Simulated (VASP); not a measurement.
# In (Fd-3m) in VASP: notebook

In is run at these levels: PBE; tasks: single point.

Everything below comes from runs of VASP 6.6.1. Logs are shortened: lines on timing, memory, paths and dates and some standing lists are left out, and cuts for length are marked.

## (1) The cell of the first run

It takes space group Fd-3m (No. 227, cubic). The conventional cell has a = 4.967 Å, b = 4.967 Å, c = 4.967 Å, α = 90.00°, β = 90.00°, γ = 90.00°. In (site symmetry -43m) has 4 In at 2.15 Å within 2.8 Å.

## (2) Single point, PBE (volume scaled by 0.4)

File INCAR:

```
SYSTEM = In
PREC = Accurate
ENCUT = 520
EDIFF = 1E-7
ISMEAR = -1
SIGMA = 0.1
LREAL = .FALSE.
LASPH = .TRUE.
NELM = 100
ALGO = Normal
ISIF = 2
LWAVE = .FALSE.
LCHARG = .FALSE.
GGA = PE
NBANDS = 20
```

File KPOINTS:

```
regular mesh
0
G
  11 11 11
  0 0 0
```

File POSCAR:

```
In
1.0
    0.0000000000      2.4837271037      2.4837271037
    2.4837271037      0.0000000000      2.4837271037
    2.4837271037      2.4837271037      0.0000000000
In
2
Direct
   -0.1250000000     -0.1250000000     -0.1250000000
    0.1250000000      0.1250000000      0.1250000000
```

Potentials or basis: VASP PAW PBE potentials, release 64 (In_d).

Run with:

```console
$ cat potpaw_PBE.64/In_d/POTCAR > POTCAR
$ mpirun -np 1 vasp_std > vasp.out
```

OUTCAR:

```text
SYSTEM = In
   PREC = Accurate
   ENCUT = 520
   EDIFF = 1E-7
   ISMEAR = -1
   LREAL = .FALSE.
   LASPH = .TRUE.
   NELM = 100
   ISIF = 2
   GGA = PE

 ion  position               nearest neighbor table
   1  0.875  0.875  0.875-   2 2.15   2 2.15   2 2.15   2 2.15
   2  0.125  0.125  0.125-   1 2.15   1 2.15   1 2.15   1 2.15

  LATTYP: Found a face centered cubic cell.
 ALAT       =     4.9674542074

  Lattice vectors:

 A1 = (   0.0000000000,   2.4837271037,   2.4837271037)
 A2 = (   2.4837271037,   0.0000000000,   2.4837271037)
 A3 = (   2.4837271037,   2.4837271037,   0.0000000000)

Analysis of symmetry for initial positions (statically):
=====================================================================
 Subroutine PRICEL returns:
 Original cell was already a primitive cell.

 Routine SETGRP: Setting up the symmetry group for a
 face centered cubic supercell.

 Subroutine GETGRP returns: Found 48 space group operations
 (whereof 12 operations were pure point group operations)
 out of a pool of 48 trial point group operations.

The static configuration has the point symmetry D_3d.
 The point group associated with its full space group is O_h .

Analysis of symmetry for dynamics (positions and initial velocities):
=====================================================================
 Subroutine PRICEL returns:
 Original cell was already a primitive cell.

 Routine SETGRP: Setting up the symmetry group for a
 face centered cubic supercell.

 Subroutine GETGRP returns: Found 48 space group operations
 (whereof 12 operations were pure point group operations)
 out of a pool of 48 trial point group operations.

The dynamic configuration has the point symmetry D_3d.
 The point group associated with its full space group is O_h .

 Subroutine INISYM returns: Found 48 space group operations
 (whereof 12 operations are pure point group operations),
 and found     1 'primitive' translations

----------------------------------------------------------------------------------------

                                     Primitive cell

  volume of cell :      30.6437

  direct lattice vectors                    reciprocal lattice vectors
     0.000000000  2.483727104  2.483727104    -0.201310361  0.201310361  0.201310361
     2.483727104  0.000000000  2.483727104     0.201310361 -0.201310361  0.201310361
     2.483727104  2.483727104  0.000000000     0.201310361  0.201310361 -0.201310361
[... 74 lines left out ...]
 SYSTEM =  In
   PREC   = accura    normal or accurate (medium, high low for compatibility)
   ISTART =      0    job   : 0-new  1-cont  2-samecut
   ICHARG =      2    charge: 1-file 2-atom 10-const
   ISPIN  =      1    spin polarized calculation?
   LNONCOLLINEAR =      F non collinear calculations
   LSORBIT =      F    spin-orbit coupling
   LASPH  =      T    aspherical Exc in radial PAW
   ENCUT  =  520.0 eV  38.22 Ry    6.18 a.u.   6.53  6.53  6.53*2*pi/ulx,y,z
   NELM   =    100;   NELMIN=  2; NELMDL= -5     # of ELM steps
   EDIFF  = 0.1E-06   stopping-criterion for ELM
   LREAL  =      F    real-space projection
   EDIFFG = 0.1E-05   stopping-criterion for IOM
   NSW    =      0    number of steps for IOM
   IBRION =     -1    ionic relax: 0-MD 1-quasi-New 2-CG
   NFREE  =      0    steps in history (QN), initial steepest desc. (CG)
   ISIF   =      2    stress and relaxation
   ISYM   =      2    0-nonsym 1-usesym 2-fastsym
   POTIM  = 0.5000    time-step for ionic-motion
   TEBEG  =    0.0;   TEEND  =   0.0 temperature during run
   PSTRESS=    0.0 pullay stress
   NELECT =      26.0000    total number of electrons
   NUPDOWN=      -1.0000    fix difference up-down
   EMIN   =  10.00;   EMAX   =-10.00  energy-range for DOS
   EFERMI =   0.00;   METHOD = LEGACY
   ISMEAR =    -1;   SIGMA  =   0.10  broadening in eV -4-tet -1-fermi 0-gaus
   EFERMI_NEDOS =   21; number of points for ismear=-14 and -15
   IALGO  =     38    algorithm
   IMIX   =      4    mixing-type and parameters
     AMIX     =   0.40;   BMIX     =  1.00
     AMIX_MAG =   1.60;   BMIX_MAG =  1.00
  volume/ion in A,a.u.               =      15.32       103.40
  Fermi-wavevector in a.u.,A,eV,Ry     =   1.549835  2.928763 32.681029  2.401988
  Thomas-Fermi vector in A             =   2.654585
   LORBIT       =      0    0 simple, 1 ext, 2 COOP (PROOUT), +10 PAW based schemes
   GGA     = PE    functional components
   LHFCALC =     F    Hartree Fock is set to
   AEXX    =    0.0000 exact exchange contribution
   IVDW    =     0    specifies the selected vdW correction
   LEPSILON=     F    determine dielectric tensor
   LRPA    =     F    only Hartree local field effects (RPA)
 non-spin polarized calculation
  energy-cutoff  :      520.00
  volume of cell :       30.64
 maximum number of plane-waves:       869
 NGX is ok and might be reduce to    28
   NGX = 13   NGY = 13   NGZ = 13

 number of electron      26.0000009 magnetization

 Free energy of the ion-electron system (eV)
  ---------------------------------------------------
  ext. energy  EPLUGINS =         0.00000000
  ---------------------------------------------------
  free energy    TOTEN  =         7.22154821 eV

  energy without entropy =        7.24955909  energy(sigma->0) =        7.23555365

 E-fermi :  15.4005     XC(G=0): -12.8283

 val. band max:       15.2973542264   @ k =  -0.3636   0.2727   0.0909
 cond. band min:      15.4052599485   @ k =   0.4545   0.1818   0.0909
 fundamental gap:      0.1079057221
 Fermi energy:        15.4004863217

 k-point     1 :       0.0000    0.0000    0.0000
  band No.  band energies     occupation
      1      -3.0065      2.00000
      2      -3.0065      2.00000
      3      -3.0065      2.00000
      4      -2.9534      2.00000
      5      -2.9534      2.00000
      6      -0.4293      2.00000
[... 541 lines left out ...]
     19      25.4829      0.00000
     20      28.5705      0.00000

 [... further k-points ...]
[... 5 lines left out ...]
  --------------------------------------------------------------------------------------
  -------------------------------------------------------------------------------------
  Total       38.0488493     38.0488493     38.0488493     -0.0000000     -0.0000000      0.0000000
  in kB     1989.3467309   1989.3467309   1989.3467309     -0.0000000     -0.0000000      0.0000000
  external PRESSURE =    1989.3467309 kB  Pullay stress =       0.0000000 kB

 VOLUME and BASIS-vectors are now :
 -----------------------------------------------------------------------------
  energy-cutoff  :      520.00
  volume of cell :       30.64
      direct lattice vectors                 reciprocal lattice vectors
     0.000000000  2.483727104  2.483727104    -0.201310361  0.201310361  0.201310361
     2.483727104  0.000000000  2.483727104     0.201310361 -0.201310361  0.201310361
     2.483727104  2.483727104  0.000000000     0.201310361  0.201310361 -0.201310361

 POSITION                                       TOTAL-FORCE (eV/Angst)
 -----------------------------------------------------------------------------------
      4.34652      4.34652      4.34652         0.000000     -0.000000      0.000000
      0.62093      0.62093      0.62093        -0.000000      0.000000     -0.000000
 -----------------------------------------------------------------------------------
    total drift:                                0.000000     -0.000000     -0.000000

  FREE ENERGIE OF THE ION-ELECTRON SYSTEM (eV)
  ---------------------------------------------------
  free  energy   TOTEN  =         7.2215482061 eV

  energy  without entropy=        7.2495590874  energy(sigma->0) =        7.23555365
```

stdout:

```text
POSCAR found type information on POSCAR In
 POSCAR found :  1 types and       2 ions
 scaLAPACK will be used
 LDA part: xc-table for (Slater+PW92), standard interpolation
 POSCAR, INCAR and KPOINTS ok, starting setup
 FFT: planning ... GRIDC
 FFT: planning ... GRID_SOFT
 FFT: planning ... GRID
 WAVECAR not read
 entering main loop
```

Run time: 75 s. Hardware: 1 thread of AMD EPYC 7R43 (Zen 3), shared host; peak memory 0.13 GiB.

What came out:

```yaml
Free_energy: 7.2215 eV
Pressure: 198.9 GPa
Band_gap_on_the_k_mesh: zero (band 13 reaches 21.99 eV, above the bottom of band 14 at 12.41 eV)
```

Caveat: spin-orbit coupling is left out, which moves the levels of the heavy elements.

## (3) Single point, PBE (volume scaled by 0.4)

File INCAR:

```
ALGO     = Normal         # electronic algorithm
EDIFF    = 1E-7           # SCF threshold, eV
ENCUT    = 520            # plane-wave cutoff, eV
GGA      = PE             # functional
ISIF     = 2              # what is computed and relaxed
ISMEAR   = -1             # smearing method
LASPH    = T              # aspherical terms in the spheres
LCHARG   = F              # write CHGCAR
LREAL    = F              # projectors in reciprocal space
LWAVE    = F              # write WAVECAR
NBANDS   = 20             # bands
NELM     = 100            # most SCF steps
PREC     = Accurate       # precision mode
SIGMA    = 0.1            # smearing width, eV
```

File KPOINTS:

```
k-points
0
Gamma
  11 11 11
```

POSCAR is that of step 2.

Potentials or basis: VASP PAW PBE potentials, release 64 (In_d).

Run with:

```console
$ cat potpaw_PBE.64/In_d/POTCAR > POTCAR
$ mpirun -np 1 vasp_std > vasp.out
```

Run time: 87 s. Hardware: 1 thread of AMD EPYC 7R43 (Zen 3), shared host; peak memory 0.13 GiB.

The run converged. Its results:

* Free energy: 7.2215 eV
* Pressure: 198.9 GPa
* Band gap on the k mesh: zero (band 13 reaches 21.99 eV, above the bottom of band 14 at 12.41 eV)

Levels at points of the mesh, in eV from the Fermi level:
```
           k point  band 10  band 11  band 12  band 13  band 14  band 15  band 16  band 17
(0.00, 0.00, 0.00)   -14.94   -14.38     6.59     6.59     6.59     6.99     6.99     6.99
```

Caveat: spin-orbit coupling is left out, which moves the levels of the heavy elements.

## (4) Single point, PBE (volume scaled by 0.45)

File INCAR:

```
PREC = Accurate
ENCUT = 520
EDIFF = 1E-6
ISMEAR = -1
SIGMA = 0.1
LREAL = False
LASPH = True
NELM = 80
ALGO = Normal
ISIF = 2
LWAVE = False
LCHARG = True
GGA = PE
LELF = True
LVHAR = True
NBANDS = 20
```

File KPOINTS:

```
regular mesh
0
Gamma
  11 11 11
```

File POSCAR:

```
In
1.0
    0.0000000000      2.5831802847      2.5831802847
    2.5831802847      0.0000000000      2.5831802847
    2.5831802847      2.5831802847      0.0000000000
In
2
Direct
   -0.1250000000     -0.1250000000     -0.1250000000
    0.1250000000      0.1250000000      0.1250000000
```

Potentials or basis: VASP PAW PBE potentials, release 64 (In_d).

Run with:

```console
$ cat potpaw_PBE.64/In_d/POTCAR > POTCAR
$ mpirun -np 1 vasp_std > vasp.out
```

OUTCAR:

```text
PREC = Accurate
   ENCUT = 520
   EDIFF = 1E-6
   ISMEAR = -1
   LREAL = False
   LASPH = True
   NELM = 80
   ISIF = 2
   GGA = PE

 ion  position               nearest neighbor table
   1  0.875  0.875  0.875-   2 2.24   2 2.24   2 2.24   2 2.24
   2  0.125  0.125  0.125-   1 2.24   1 2.24   1 2.24   1 2.24

  LATTYP: Found a face centered cubic cell.
 ALAT       =     5.1663605694

  Lattice vectors:

 A1 = (   0.0000000000,   2.5831802847,   2.5831802847)
 A2 = (   2.5831802847,   0.0000000000,   2.5831802847)
 A3 = (   2.5831802847,   2.5831802847,   0.0000000000)
[... 188 lines left out ...]
      4      -4.2424      2.00000
      5      -4.2424      2.00000
      6      -2.2022      2.00000
[... 541 lines left out ...]
     19      22.7206      0.00000
     20      25.6255      0.00000

 [... further k-points ...]
[... 5 lines left out ...]
  --------------------------------------------------------------------------------------
  -------------------------------------------------------------------------------------
  Total       27.9882493     27.9882493     27.9882493     -0.0000000      0.0000000      0.0000000
  in kB     1300.7450084   1300.7450084   1300.7450084     -0.0000000      0.0000000      0.0000000
  external PRESSURE =    1300.7450084 kB  Pullay stress =       0.0000000 kB

 VOLUME and BASIS-vectors are now :
 -----------------------------------------------------------------------------
  energy-cutoff  :      520.00
  volume of cell :       34.47
      direct lattice vectors                 reciprocal lattice vectors
     0.000000000  2.583180285  2.583180285    -0.193559854  0.193559854  0.193559854
     2.583180285  0.000000000  2.583180285     0.193559854 -0.193559854  0.193559854
     2.583180285  2.583180285  0.000000000     0.193559854  0.193559854 -0.193559854

 POSITION                                       TOTAL-FORCE (eV/Angst)
 -----------------------------------------------------------------------------------
      4.52057      4.52057      4.52057         0.000000     -0.000000     -0.000000
      0.64580      0.64580      0.64580        -0.000000      0.000000      0.000000
 -----------------------------------------------------------------------------------
    total drift:                                0.000000     -0.000000     -0.000000

  FREE ENERGIE OF THE ION-ELECTRON SYSTEM (eV)
  ---------------------------------------------------
  free  energy   TOTEN  =         3.3539790497 eV

  energy  without entropy=        3.3871120298  energy(sigma->0) =        3.37054554
```

OSZICAR:

```text
N       E                     dE             d eps       ncg     rms          rms(c)
DAV:   1     0.221068963949E+03    0.22107E+03   -0.13256E+04  2300   0.212E+03
DAV:   2     0.197411429814E+02   -0.20133E+03   -0.19716E+03  2248   0.405E+02
DAV:   3     0.341892914842E+01   -0.16322E+02   -0.16164E+02  2484   0.129E+02
DAV:   4     0.295712075707E+01   -0.46181E+00   -0.46145E+00  2680   0.222E+01
DAV:   5     0.293281644190E+01   -0.24304E-01   -0.24303E-01  3328   0.441E+00    0.125E+01
DAV:   6     0.321830491180E+01    0.28549E+00   -0.14557E-01  3328   0.833E+00    0.580E+00
DAV:   7     0.334426059861E+01    0.12596E+00   -0.60419E-02  3492   0.487E+00    0.925E-01
DAV:   8     0.335364674249E+01    0.93861E-02   -0.10208E-02  2980   0.118E+00    0.132E-01
DAV:   9     0.335398053826E+01    0.33380E-03   -0.65619E-04  3632   0.361E-01    0.141E-01
DAV:  10     0.335397155293E+01   -0.89853E-05   -0.25255E-05  2760   0.404E-02    0.152E-02
DAV:  11     0.335397672034E+01    0.51674E-05   -0.13417E-06  2248   0.141E-02    0.888E-03
DAV:  12     0.335397867822E+01    0.19579E-05   -0.36014E-07  1592   0.900E-03    0.174E-03
DAV:  13     0.335397904969E+01    0.37147E-06   -0.65843E-08  1464   0.340E-03
   1 F= 0.33539790E+01 E0= 0.33705455E+01  d E =-.331330E-01
```

stdout:

```text
POSCAR found type information on POSCAR In
 POSCAR found :  1 types and       2 ions
 scaLAPACK will be used
 LDA part: xc-table for (Slater+PW92), standard interpolation
 POSCAR, INCAR and KPOINTS ok, starting setup
 FFT: planning ... GRIDC
 FFT: planning ... GRID_SOFT
 FFT: planning ... GRID
 WAVECAR not read
 entering main loop
```

Wall time 67 s (1 thread of AMD EPYC 7R43 (Zen 3), shared host); peak memory 0.14 GiB.

Results:

| Property | Result |
| --- | --- |
| Free energy | 3.3540 eV |
| Pressure | 130.1 GPa |
| Band gap on the k mesh | zero (band 13 reaches 18.85 eV, above the bottom of band 14 at 10.54 eV) |

Caveat: spin-orbit coupling is left out, which moves the levels of the heavy elements.
